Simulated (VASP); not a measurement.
# Zn2SiN3 (P6/mmm) in VASP: a series of runs

The runs below take Zn2SiN3 through single point, with PBE.

All numbers are computed with VASP 6.6.1; they aren't measurements. Logs are shortened: lines on timing, memory, paths and dates and some standing lists are left out, and cuts for length are marked.

### Step 1. The cell of the first run

Symmetry: P6/mmm, No. 191, hexagonal system. The conventional cell has a = 5.314 Å, b = 5.314 Å, c = 2.864 Å, α = 90.00°, β = 90.00°, γ = 120.00°. Within 2.9 Å of Zn (site symmetry -6m2) lie 6 N at 2.10 Å and 2 Zn at 2.86 Å. Within 3.8 Å of Si (site symmetry 6/mmm) lie 2 Si at 2.86 Å and 12 N at 3.02 Å and 6 Zn at 3.07 Å. N (site symmetry mmm) has 4 Zn at 2.10 Å and 6 N at 2.66 to 2.86 Å within 2.9 Å.

The cell was generated, and may not be a known phase.

### Step 2. Single point, PBE

INCAR reads:

```
ALGO = Normal ; EDIFF = 1E-7
ENCUT = 520 ; GGA = PE
ISIF = 2 ; ISMEAR = 0
LASPH = True ; LCHARG = False
LREAL = False ; LWAVE = False
NBANDS = 30 ; NELM = 80
PREC = Accurate ; SIGMA = 0.1
```

KPOINTS reads:

```
k-points
0
Gamma
  12 12 14
```

POSCAR reads:

```
Zn2SiN3
1.0
    5.3138300819      0.0000000000      0.0000000000
   -2.6569150410      4.6019118424      0.0000000000
    0.0000000000      0.0000000000      2.8638089685
Zn Si N
2 1 3
Direct
    0.3333333333      0.6666666667      0.0000000000
    0.6666666667      0.3333333333      0.0000000000
    0.0000000000      0.0000000000      0.0000000000
    0.5000000000      0.0000000000      0.5000000000
    0.0000000000      0.5000000000      0.5000000000
    0.5000000000      0.5000000000      0.5000000000
```

Potentials or basis: VASP PAW PBE potentials, release 64 (Zn, Si, N).

Command:

```bash
cat potpaw_PBE.64/Zn/POTCAR potpaw_PBE.64/Si/POTCAR potpaw_PBE.64/N/POTCAR > POTCAR
mpirun -np 1 vasp_std > vasp.out
```

OUTCAR:

```text
EDIFF = 1E-7
   ENCUT = 520
   GGA = PE
   ISIF = 2
   ISMEAR = 0
   LASPH = True
   LREAL = False
   NELM = 80
   PREC = Accurate

 ion  position               nearest neighbor table
   1  0.333  0.667  0.000-   5 2.10   5 2.10   4 2.10   4 2.10   6 2.10   6 2.10   3 3.07   3 3.07
                             3 3.07
   2  0.667  0.333  0.000-   5 2.10   5 2.10   4 2.10   4 2.10   6 2.10   6 2.10   3 3.07   3 3.07
                             3 3.07
   3  0.000  0.000  0.000-   1 3.07   2 3.07   2 3.07   1 3.07   2 3.07   1 3.07
   4  0.500  0.000  0.500-   1 2.10   2 2.10   1 2.10   2 2.10
   5  0.000  0.500  0.500-   1 2.10   2 2.10   1 2.10   2 2.10
   6  0.500  0.500  0.500-   1 2.10   2 2.10   1 2.10   2 2.10

  LATTYP: Found a hexagonal cell.
 ALAT       =     5.3138300819
 C/A-ratio  =     0.5389349912

  Lattice vectors:

 A1 = (   5.3138300819,   0.0000000000,   0.0000000000)
 A2 = (  -2.6569150410,   4.6019118424,   0.0000000000)
 A3 = (   0.0000000000,   0.0000000000,   2.8638089685)

Analysis of symmetry for initial positions (statically):
=====================================================================
 Subroutine PRICEL returns:
 Original cell was already a primitive cell.

 Routine SETGRP: Setting up the symmetry group for a
 hexagonal supercell.

 Subroutine GETGRP returns: Found 24 space group operations
 (whereof 24 operations were pure point group operations)
 out of a pool of 24 trial point group operations.

The static configuration has the point symmetry D_6h.

Analysis of symmetry for dynamics (positions and initial velocities):
=====================================================================
 Subroutine PRICEL returns:
 Original cell was already a primitive cell.

 Routine SETGRP: Setting up the symmetry group for a
 hexagonal supercell.

 Subroutine GETGRP returns: Found 24 space group operations
 (whereof 24 operations were pure point group operations)
 out of a pool of 24 trial point group operations.

The dynamic configuration has the point symmetry D_6h.

 Subroutine INISYM returns: Found 24 space group operations
 (whereof 24 operations are pure point group operations),
 and found     1 'primitive' translations

----------------------------------------------------------------------------------------

                                     Primitive cell

  volume of cell :      70.0309

  direct lattice vectors                    reciprocal lattice vectors
     5.313830082  0.000000000  0.000000000     0.188188178  0.108650495  0.000000000
    -2.656915041  4.601911842  0.000000000     0.000000000  0.217300990  0.000000000
     0.000000000  0.000000000  2.863808968     0.000000000  0.000000000  0.349185302

  length of vectors
     5.313830082  5.313830082  2.863808968     0.217300990  0.217300990  0.349185302

  position of ions in fractional coordinates (direct lattice)
     0.333333333  0.666666667  0.000000000
     0.666666667  0.333333333  0.000000000
     0.000000000  0.000000000  0.000000000
     0.500000000  0.000000000  0.500000000
     1.000000000  0.500000000  0.500000000
     0.500000000  0.500000000  0.500000000

  ion indices of the primitive-cell ions
   primitive index   ion index
                 1           1
                 2           2
                 3           3
                 4           4
                 5           5
                 6           6

----------------------------------------------------------------------------------------

 KPOINTS: k-points

Automatic generation of k-mesh.
 Grid dimensions read from file:
 generate k-points for:   12   12   14

 Generating k-lattice:

  Cartesian coordinates                     Fractional coordinates (reciprocal lattice)
     0.015682348  0.009054208  0.000000000     0.083333333 -0.000000000  0.000000000
     0.000000000  0.018108416  0.000000000     0.000000000  0.083333333  0.000000000
     0.000000000  0.000000000  0.024941807     0.000000000  0.000000000  0.071428571

  Length of vectors
     0.018108416  0.018108416  0.024941807

  Shift w.r.t. Gamma in fractional coordinates (k-lattice)
     0.000000000  0.000000000  0.000000000

 Subroutine IBZKPT returns following result:
 ===========================================

 Found    152 irreducible k-points:

 Following reciprocal coordinates:
            Coordinates               Weight
  0.000000  0.000000  0.000000      1.000000
  0.083333 -0.000000  0.000000      6.000000
  0.166667  0.000000  0.000000      6.000000
  0.250000  0.000000  0.000000      6.000000
  0.333333  0.000000  0.000000      6.000000
  0.416667  0.000000  0.000000      6.000000
[... 16 lines left out ...]
  0.250000  0.000000  0.071429     12.000000
  0.333333  0.000000  0.071429     12.000000
 [... further k-points ...]
   k-points           NKPTS =    152   k-points in BZ     NKDIM =    152   number of bands    NBANDS=     30
   number of dos      NEDOS =    301   number of ions     NIONS =      6
   total plane-waves  NPLWV =  38400
   dimension x,y,z NGX =    40 NGY =   40 NGZ =   24
   dimension x,y,z NGXF=    80 NGYF=   80 NGZF=   48
   ions per type =               2   1   3
   NGX,Y,Z   is equivalent  to a cutoff of  12.51, 12.51, 13.93 a.u.
   NGXF,Y,Z  is equivalent  to a cutoff of  25.03, 25.03, 27.86 a.u.
 SYSTEM =  unknown system
   PREC   = accura    normal or accurate (medium, high low for compatibility)
   ISTART =      0    job   : 0-new  1-cont  2-samecut
   ICHARG =      2    charge: 1-file 2-atom 10-const
   ISPIN  =      1    spin polarized calculation?
   LNONCOLLINEAR =      F non collinear calculations
   LSORBIT =      F    spin-orbit coupling
   LASPH  =      T    aspherical Exc in radial PAW
   ENCUT  =  520.0 eV  38.22 Ry    6.18 a.u.   9.88  9.88  5.32*2*pi/ulx,y,z
   NELM   =     80;   NELMIN=  2; NELMDL= -5     # of ELM steps
   EDIFF  = 0.1E-06   stopping-criterion for ELM
   LREAL  =      F    real-space projection
   EDIFFG = 0.1E-05   stopping-criterion for IOM
   NSW    =      0    number of steps for IOM
   IBRION =     -1    ionic relax: 0-MD 1-quasi-New 2-CG
   NFREE  =      0    steps in history (QN), initial steepest desc. (CG)
   ISIF   =      2    stress and relaxation
   ISYM   =      2    0-nonsym 1-usesym 2-fastsym
   POTIM  = 0.5000    time-step for ionic-motion
   TEBEG  =    0.0;   TEEND  =   0.0 temperature during run
   PSTRESS=    0.0 pullay stress
   NELECT =      43.0000    total number of electrons
   NUPDOWN=      -1.0000    fix difference up-down
   EMIN   =  10.00;   EMAX   =-10.00  energy-range for DOS
   EFERMI =   0.00;   METHOD = LEGACY
   ISMEAR =     0;   SIGMA  =   0.10  broadening in eV -4-tet -1-fermi 0-gaus
   EFERMI_NEDOS =   21; number of points for ismear=-14 and -15
   IALGO  =     38    algorithm
   IMIX   =      4    mixing-type and parameters
     AMIX     =   0.40;   BMIX     =  1.00
     AMIX_MAG =   1.60;   BMIX_MAG =  1.00
  volume/ion in A,a.u.               =      11.67        78.77
  Fermi-wavevector in a.u.,A,eV,Ry     =   1.391450  2.629459 26.342695  1.936133
  Thomas-Fermi vector in A             =   2.515288
   LORBIT       =      0    0 simple, 1 ext, 2 COOP (PROOUT), +10 PAW based schemes
   GGA     = PE    functional components
   LHFCALC =     F    Hartree Fock is set to
   AEXX    =    0.0000 exact exchange contribution
   IVDW    =     0    specifies the selected vdW correction
   LEPSILON=     F    determine dielectric tensor
   LRPA    =     F    only Hartree local field effects (RPA)
 non-spin polarized calculation
 Gauss-broadening in eV      SIGMA  =   0.10
  energy-cutoff  :      520.00
  volume of cell :       70.03
 maximum number of plane-waves:      1912
 NGX is ok and might be reduce to    40
   NGX = 19   NGY = 19   NGZ = 11

 number of electron      43.0000002 magnetization

 Free energy of the ion-electron system (eV)
  ---------------------------------------------------
  ext. energy  EPLUGINS =         0.00000000
  ---------------------------------------------------
  free energy    TOTEN  =       -23.94945150 eV

  energy without entropy =      -23.93001033  energy(sigma->0) =      -23.93973091

 E-fermi :   4.3251     XC(G=0): -11.4348

 val. band max:        4.3233249375   @ k =   0.5000   0.0000   0.1429
 cond. band min:       4.3257661321   @ k =   0.0833  -0.0000   0.0000
 fundamental gap:      0.0024411946
 Fermi energy:         4.3251165574

 k-point     1 :       0.0000    0.0000    0.0000
  band No.  band energies     occupation
      1     -11.7110      2.00000
      2      -9.1004      2.00000
      3      -9.1004      2.00000
      4      -4.1535      2.00000
      5      -3.5609      2.00000
      6      -2.5659      2.00000
[... 22 lines left out ...]
     29      11.2919      0.00000
     30      14.4990      0.00000

 k-point     2 :       0.0833   -0.0000    0.0000
  band No.  band energies     occupation
      1     -11.6816      2.00000
      2      -9.1649      2.00000
      3      -9.1044      2.00000
      4      -4.0855      2.00000
      5      -3.6761      2.00000
      6      -2.5518      2.00000
[... 22 lines left out ...]
     29      11.2728      0.00000
     30      14.4462      0.00000

 k-point     3 :       0.1667    0.0000    0.0000
  band No.  band energies     occupation
      1     -11.5947      2.00000
      2      -9.3432      2.00000
      3      -9.1150      2.00000
      4      -3.9476      2.00000
      5      -3.8782      2.00000
      6      -2.5140      2.00000
[... 22 lines left out ...]
     29      11.5093      0.00000
     30      14.2605      0.00000

 k-point     4 :       0.2500    0.0000    0.0000
  band No.  band energies     occupation
      1     -11.4553      2.00000
      2      -9.5988      2.00000
      3      -9.1294      2.00000
      4      -4.1933      2.00000
      5      -3.6382      2.00000
      6      -2.5129      2.00000
[... 22 lines left out ...]
     29      12.1352      0.00000
     30      13.9238      0.00000

 k-point     5 :       0.3333    0.0000    0.0000
  band No.  band energies     occupation
      1     -11.2743      2.00000
      2      -9.8876      2.00000
      3      -9.1437      2.00000
      4      -4.4045      2.00000
      5      -3.3730      2.00000
      6      -2.5393      2.00000
[... 22 lines left out ...]
     29      12.8332      0.00000
     30      13.5375      0.00000
[... 526 lines left out ...]
     29      11.2633      0.00000
     30      14.0438      0.00000

 k-point    22 :       0.1667    0.0000    0.0714
  band No.  band energies     occupation
      1     -11.5348      2.00000
      2      -9.3113      2.00000
      3      -9.0884      2.00000
      4      -3.8828      2.00000
      5      -3.8130      2.00000
      6      -2.5195      2.00000
[... 22 lines left out ...]
     29      11.6864      0.00000
     30      14.2265      0.00000

 k-point    23 :       0.2500    0.0000    0.0714
  band No.  band energies     occupation
      1     -11.3966      2.00000
      2      -9.5621      2.00000
      3      -9.1027      2.00000
      4      -4.1239      2.00000
      5      -3.5826      2.00000
      6      -2.5060      2.00000
[... 22 lines left out ...]
     29      12.2704      0.00000
     30      14.4543      0.00000

 k-point    24 :       0.3333    0.0000    0.0714
  band No.  band energies     occupation
      1     -11.2173      2.00000
      2      -9.8462      2.00000
      3      -9.1169      2.00000
      4      -4.3309      2.00000
      5      -3.3293      2.00000
      6      -2.5254      2.00000
[... 22 lines left out ...]
     29      12.9224      0.00000
     30      14.0812      0.00000

 [... further k-points ...]
[... 5 lines left out ...]
  --------------------------------------------------------------------------------------
  -------------------------------------------------------------------------------------
  Total        0.2336977      0.2336977      0.4457234     -0.0000000     -0.0000000      0.0000000
  in kB        5.3465662      5.3465662     10.1973187     -0.0000000     -0.0000000      0.0000000
  external PRESSURE =       6.9634837 kB  Pullay stress =       0.0000000 kB

 VOLUME and BASIS-vectors are now :
 -----------------------------------------------------------------------------
  energy-cutoff  :      520.00
  volume of cell :       70.03
      direct lattice vectors                 reciprocal lattice vectors
     5.313830082  0.000000000  0.000000000     0.188188178  0.108650495  0.000000000
    -2.656915041  4.601911842  0.000000000     0.000000000  0.217300990  0.000000000
     0.000000000  0.000000000  2.863808968     0.000000000  0.000000000  0.349185302

 POSITION                                       TOTAL-FORCE (eV/Angst)
 -----------------------------------------------------------------------------------
     -0.00000      3.06794      0.00000         0.000000     -0.000000      0.000000
      2.65692      1.53397      0.00000        -0.000000      0.000000     -0.000000
      0.00000      0.00000      0.00000         0.000000      0.000000      0.000000
      2.65692      0.00000      1.43190         0.000000      0.000000      0.000000
     -1.32846      2.30096      1.43190         0.000000      0.000000      0.000000
      1.32846      2.30096      1.43190         0.000000      0.000000      0.000000
 -----------------------------------------------------------------------------------
    total drift:                                0.000000     -0.000000      0.000000

  FREE ENERGIE OF THE ION-ELECTRON SYSTEM (eV)
  ---------------------------------------------------
  free  energy   TOTEN  =       -23.9494514993 eV

  energy  without entropy=      -23.9300103283  energy(sigma->0) =      -23.93973091
```

Wall time 3.4 min (1 thread of Intel Xeon Platinum 8488C (Sapphire Rapids), shared host); peak memory 0.38 GiB.

Results:

```yaml
Free_energy: -23.9495 eV
Pressure: 0.7 GPa
Band_gap_on_the_k_mesh: zero (an odd number of electrons rules out a gap without spin polarisation)
```

Levels at points of the mesh, in eV from the Fermi level:
| k point | band 18 | band 19 | band 20 | band 21 | band 22 | band 23 | band 24 | band 25 | band 26 | band 27 |
| --- | --- | --- | --- | --- | --- | --- | --- | --- | --- | --- |
| (0.00, 0.00, 0.00) | -1.60 | 0.08 | 0.08 | 0.21 | 0.75 | 0.75 | 3.20 | 3.20 | 4.23 | 6.55 |
| (0.50, 0.00, 0.00) | -2.40 | -0.84 | -0.81 | -0.10 | 0.16 | 0.31 | 0.74 | 2.64 | 6.39 | 6.70 |
| (0.00, 0.00, 0.50) | -3.29 | -2.24 | -2.08 | -2.08 | 0.70 | 0.71 | 0.71 | 1.23 | 1.23 | 2.80 |
| (0.50, 0.00, 0.50) | -3.17 | -2.86 | -1.31 | -1.12 | -0.38 | 0.54 | 1.18 | 2.10 | 3.00 | 4.63 |

[end of part 1 of 2]

The gap in the log of VASP goes by the Fermi energy; the results here count the filled bands.